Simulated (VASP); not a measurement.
# In (Fm-3m) in VASP: notebook

Runs on In. Level: BLYP. Tasks: single point, relaxation of cell and atoms.

Everything below comes from runs of VASP 6.6.1. Logs are shortened: lines on timing, memory, paths and dates and some standing lists are left out, and cuts for length are marked.

### 1 The cell of the first run

The structure is cubic, space group Fm-3m (No. 225). The conventional cell has a = 5.183 Å, b = 5.183 Å, c = 5.183 Å, α = 90.00°, β = 90.00°, γ = 90.00°. In (site symmetry m-3m) has 12 In at 3.66 Å within 4.8 Å.

### 2 Single point, BLYP (volume scaled by 1.12)

File INCAR:

```
SYSTEM = In
PREC = Accurate
ENCUT = 520
EDIFF = 1E-6
ISMEAR = -1
SIGMA = 0.1
LREAL = .False.
LASPH = .True.
NELM = 60
ALGO = Normal
ISIF = 2
LWAVE = .False.
LCHARG = .False.
GGA = B5
ALDAX = 1.0
AGGAX = 1.0
AGGAC = 1.0
ALDAC = 0.0
NBANDS = 12
```

File KPOINTS:

```
Automatic mesh
0
Gamma
  12 12 12
  0 0 0
```

File POSCAR:

```
In
1.0
    0.0000000000      2.5915324930      2.5915324930
    2.5915324930      0.0000000000      2.5915324930
    2.5915324930      2.5915324930      0.0000000000
In
1
Direct
    0.0000000000      0.0000000000      0.0000000000
```

Potentials or basis: VASP PAW PBE potentials, release 64 (In_d).

The run is started by

```bash
cat potpaw_PBE.64/In_d/POTCAR > POTCAR
mpirun -np 1 vasp_std > vasp.out
```

OUTCAR:

```text
SYSTEM = In
   PREC = Accurate
   ENCUT = 520
   EDIFF = 1E-6
   ISMEAR = -1
   LREAL = .False.
   LASPH = .True.
   NELM = 60
   ISIF = 2
   GGA = B5

 ion  position               nearest neighbor table
   1  0.000  0.000  0.000-

  LATTYP: Found a face centered cubic cell.
 ALAT       =     5.1830649860

  Lattice vectors:

 A1 = (   0.0000000000,   2.5915324930,   2.5915324930)
 A2 = (   2.5915324930,   0.0000000000,   2.5915324930)
 A3 = (   2.5915324930,   2.5915324930,   0.0000000000)

Analysis of symmetry for initial positions (statically):
=====================================================================
 Subroutine PRICEL returns:
 Original cell was already a primitive cell.

 Routine SETGRP: Setting up the symmetry group for a
 face centered cubic supercell.

 Subroutine GETGRP returns: Found 48 space group operations
 (whereof 48 operations were pure point group operations)
 out of a pool of 48 trial point group operations.

The static configuration has the point symmetry O_h .

Analysis of symmetry for dynamics (positions and initial velocities):
=====================================================================
 Subroutine PRICEL returns:
 Original cell was already a primitive cell.

 Routine SETGRP: Setting up the symmetry group for a
 face centered cubic supercell.

 Subroutine GETGRP returns: Found 48 space group operations
 (whereof 48 operations were pure point group operations)
 out of a pool of 48 trial point group operations.

The dynamic configuration has the point symmetry O_h .

 Subroutine INISYM returns: Found 48 space group operations
 (whereof 48 operations are pure point group operations),
 and found     1 'primitive' translations

----------------------------------------------------------------------------------------

                                     Primitive cell

  volume of cell :      34.8097

  direct lattice vectors                    reciprocal lattice vectors
     0.000000000  2.591532493  2.591532493    -0.192936034  0.192936034  0.192936034
     2.591532493  0.000000000  2.591532493     0.192936034 -0.192936034  0.192936034
     2.591532493  2.591532493  0.000000000     0.192936034  0.192936034 -0.192936034

  length of vectors
     3.664980399  3.664980399  3.664980399     0.334175013  0.334175013  0.334175013

  position of ions in fractional coordinates (direct lattice)
     0.000000000  0.000000000  0.000000000

  ion indices of the primitive-cell ions
   primitive index   ion index
                 1           1

----------------------------------------------------------------------------------------

 KPOINTS: Automatic mesh

Automatic generation of k-mesh.
 Grid dimensions read from file:
 generate k-points for:   12   12   12

 Generating k-lattice:

  Cartesian coordinates                     Fractional coordinates (reciprocal lattice)
    -0.016078003  0.016078003  0.016078003     0.083333333  0.000000000  0.000000000
     0.016078003 -0.016078003  0.016078003     0.000000000  0.083333333  0.000000000
     0.016078003  0.016078003 -0.016078003     0.000000000  0.000000000  0.083333333

  Length of vectors
     0.027847918  0.027847918  0.027847918

  Shift w.r.t. Gamma in fractional coordinates (k-lattice)
     0.000000000  0.000000000  0.000000000

 Subroutine IBZKPT returns following result:
 ===========================================

 Found     72 irreducible k-points:

 Following reciprocal coordinates:
            Coordinates               Weight
  0.000000  0.000000  0.000000      1.000000
  0.083333  0.000000  0.000000      8.000000
  0.166667  0.000000  0.000000      8.000000
  0.250000  0.000000  0.000000      8.000000
  0.333333  0.000000  0.000000      8.000000
  0.416667  0.000000  0.000000      8.000000
[... 16 lines left out ...]
  0.500000  0.166667  0.000000     24.000000
 -0.416667  0.166667  0.000000     24.000000
 [... further k-points ...]
   k-points           NKPTS =     72   k-points in BZ     NKDIM =     72   number of bands    NBANDS=     12
   number of dos      NEDOS =    301   number of ions     NIONS =      1
   total plane-waves  NPLWV =  21952
   dimension x,y,z NGX =    28 NGY =   28 NGZ =   28
   dimension x,y,z NGXF=    56 NGYF=   56 NGZF=   56
   ions per type =               1
   NGX,Y,Z   is equivalent  to a cutoff of  12.70, 12.70, 12.70 a.u.
   NGXF,Y,Z  is equivalent  to a cutoff of  25.40, 25.40, 25.40 a.u.
 SYSTEM =  In
   PREC   = accura    normal or accurate (medium, high low for compatibility)
   ISTART =      0    job   : 0-new  1-cont  2-samecut
   ICHARG =      2    charge: 1-file 2-atom 10-const
   ISPIN  =      1    spin polarized calculation?
   LNONCOLLINEAR =      F non collinear calculations
   LSORBIT =      F    spin-orbit coupling
   LASPH  =      T    aspherical Exc in radial PAW
   ENCUT  =  520.0 eV  38.22 Ry    6.18 a.u.   6.81  6.81  6.81*2*pi/ulx,y,z
   NELM   =     60;   NELMIN=  2; NELMDL= -5     # of ELM steps
   EDIFF  = 0.1E-05   stopping-criterion for ELM
   LREAL  =      F    real-space projection
   EDIFFG = 0.1E-04   stopping-criterion for IOM
   NSW    =      0    number of steps for IOM
   IBRION =     -1    ionic relax: 0-MD 1-quasi-New 2-CG
   NFREE  =      0    steps in history (QN), initial steepest desc. (CG)
   ISIF   =      2    stress and relaxation
   ISYM   =      2    0-nonsym 1-usesym 2-fastsym
   POTIM  = 0.5000    time-step for ionic-motion
   TEBEG  =    0.0;   TEEND  =   0.0 temperature during run
   PSTRESS=    0.0 pullay stress
   NELECT =      13.0000    total number of electrons
   NUPDOWN=      -1.0000    fix difference up-down
   EMIN   =  10.00;   EMAX   =-10.00  energy-range for DOS
   EFERMI =   0.00;   METHOD = LEGACY
   ISMEAR =    -1;   SIGMA  =   0.10  broadening in eV -4-tet -1-fermi 0-gaus
   EFERMI_NEDOS =   21; number of points for ismear=-14 and -15
   IALGO  =     38    algorithm
   IMIX   =      4    mixing-type and parameters
     AMIX     =   0.40;   BMIX     =  1.00
     AMIX_MAG =   1.60;   BMIX_MAG =  1.00
  volume/ion in A,a.u.               =      34.81       234.91
  Fermi-wavevector in a.u.,A,eV,Ry     =   1.178933  2.227861 18.910521  1.389884
  Thomas-Fermi vector in A             =   2.315253
   LORBIT       =      0    0 simple, 1 ext, 2 COOP (PROOUT), +10 PAW based schemes
   GGA     = B5    functional components
   LHFCALC =     F    Hartree Fock is set to
   AEXX    =    0.0000 exact exchange contribution
   IVDW    =     0    specifies the selected vdW correction
   LEPSILON=     F    determine dielectric tensor
   LRPA    =     F    only Hartree local field effects (RPA)
 non-spin polarized calculation
  energy-cutoff  :      520.00
  volume of cell :       34.81
 maximum number of plane-waves:       960
   NGX = 13   NGY = 13   NGZ = 13

 number of electron      13.0000007 magnetization

 Free energy of the ion-electron system (eV)
  ---------------------------------------------------
  ext. energy  EPLUGINS =         0.00000000
  ---------------------------------------------------
  free energy    TOTEN  =        -1.84529826 eV

  energy without entropy =       -1.82185067  energy(sigma->0) =       -1.83357447

 E-fermi :   5.1461     XC(G=0):  -8.3943

 val. band max:        5.1434832500   @ k =  -0.3333   0.3333   0.0000
 cond. band min:       5.1607221098   @ k =   0.4167   0.4167   0.0000
 fundamental gap:      0.0172388598
 Fermi energy:         5.1461120172

 k-point     1 :       0.0000    0.0000    0.0000
  band No.  band energies     occupation
      1      -9.3527      2.00000
      2      -9.3527      2.00000
      3      -9.3527      2.00000
      4      -9.2765      2.00000
      5      -9.2765      2.00000
      6      -2.7034      2.00000
      7      13.0534      0.00000
      8      13.0534      0.00000
      9      13.0534      0.00000
     10      16.3319      0.00000
     11      17.1165      0.00000
     12      17.1165      0.00000

 k-point     2 :       0.0833    0.0000    0.0000
  band No.  band energies     occupation
      1      -9.3526      2.00000
      2      -9.3473      2.00000
      3      -9.3472      2.00000
      4      -9.2767      2.00000
      5      -9.2767      2.00000
      6      -2.5841      2.00000
      7      11.8953      0.00000
      8      12.8880      0.00000
      9      12.8880      0.00000
     10      15.7205      0.00000
     11      17.4118      0.00000
     12      17.4118      0.00000

 k-point     3 :       0.1667    0.0000    0.0000
  band No.  band energies     occupation
      1      -9.3528      2.00000
      2      -9.3365      2.00000
      3      -9.3365      2.00000
      4      -9.2732      2.00000
      5      -9.2732      2.00000
      6      -2.2258      2.00000
      7       9.7532      0.00000
      8      12.5157      0.00000
      9      12.5157      0.00000
     10      15.3673      0.00000
     11      17.8893      0.00000
     12      17.8893      0.00000
[... 286 lines left out ...]
 k-point    23 :       0.5000    0.1667    0.0000
  band No.  band energies     occupation
      1      -9.3677      2.00000
      2      -9.3285      2.00000
      3      -9.3102      2.00000
      4      -9.2409      2.00000
      5      -9.2014      2.00000
      6       0.8656      2.00000
      7       3.8477      2.00000
      8       9.0998      0.00000
      9      10.3856      0.00000
     10      13.5075      0.00000
     11      17.8126      0.00000
     12      18.0153      0.00000

 k-point    24 :      -0.4167    0.1667    0.0000
  band No.  band energies     occupation
      1      -9.3606      2.00000
      2      -9.3289      2.00000
      3      -9.3133      2.00000
      4      -9.2311      2.00000
      5      -9.2128      2.00000
      6       1.0908      2.00000
      7       3.5542      2.00000
      8       8.6909      0.00000
      9      10.7535      0.00000
     10      13.7805      0.00000
     11      17.5781      0.00000
     12      17.5967      0.00000

 [... further k-points ...]

------------------------ aborting loop because EDIFF is reached ----------------------------------------

  FORCE on cell =-STRESS in cart. coord.  units (eV):
  Direction    XX          YY          ZZ          XY          YZ          ZX
  --------------------------------------------------------------------------------------
  -------------------------------------------------------------------------------------
  Total       -0.4183165     -0.4183165     -0.4183165      0.0000000     -0.0000000     -0.0000000
  in kB      -19.2537606    -19.2537606    -19.2537606      0.0000000     -0.0000000     -0.0000000
  external PRESSURE =     -19.2537606 kB  Pullay stress =       0.0000000 kB

 VOLUME and BASIS-vectors are now :
 -----------------------------------------------------------------------------
  energy-cutoff  :      520.00
  volume of cell :       34.81
      direct lattice vectors                 reciprocal lattice vectors
     0.000000000  2.591532493  2.591532493    -0.192936034  0.192936034  0.192936034
     2.591532493  0.000000000  2.591532493     0.192936034 -0.192936034  0.192936034
     2.591532493  2.591532493  0.000000000     0.192936034  0.192936034 -0.192936034

 POSITION                                       TOTAL-FORCE (eV/Angst)
 -----------------------------------------------------------------------------------
      0.00000      0.00000      0.00000        -0.000000      0.000000     -0.000000
 -----------------------------------------------------------------------------------
    total drift:                               -0.000000     -0.000000     -0.000000

  FREE ENERGIE OF THE ION-ELECTRON SYSTEM (eV)
  ---------------------------------------------------
  free  energy   TOTEN  =        -1.8452982635 eV

  energy  without entropy=       -1.8218506676  energy(sigma->0) =       -1.83357447
```

Run time: 23 s. Hardware: 1 thread of Intel Xeon 6975P-C, shared host; peak memory 0.17 GiB.

Results:

```yaml
Free_energy: -1.8453 eV
Pressure: -1.9 GPa
```

Levels at points of the mesh, in eV from the Fermi level:
```csv
k point,band 2,band 3,band 4,band 5,band 6,band 7,band 8,band 9,band 10,band 11
"(0.00, 0.00, 0.00)",-14.50,-14.50,-14.42,-14.42,-7.85,7.91,7.91,7.91,11.19,11.97
"(0.50, 0.00, 0.00)",-14.49,-14.49,-14.35,-14.35,-4.32,-2.17,6.37,6.37,10.33,10.61
"(0.50, 0.50, 0.00)",-14.53,-14.36,-14.33,-14.33,-2.82,-1.35,3.35,3.35,6.43,6.93
```

Caveat: the PAW data sets were made with another functional, which shifts forces and pressure a little; spin-orbit coupling is left out, which moves the levels of the heavy elements.

(Part 1 of 2 ends here.)
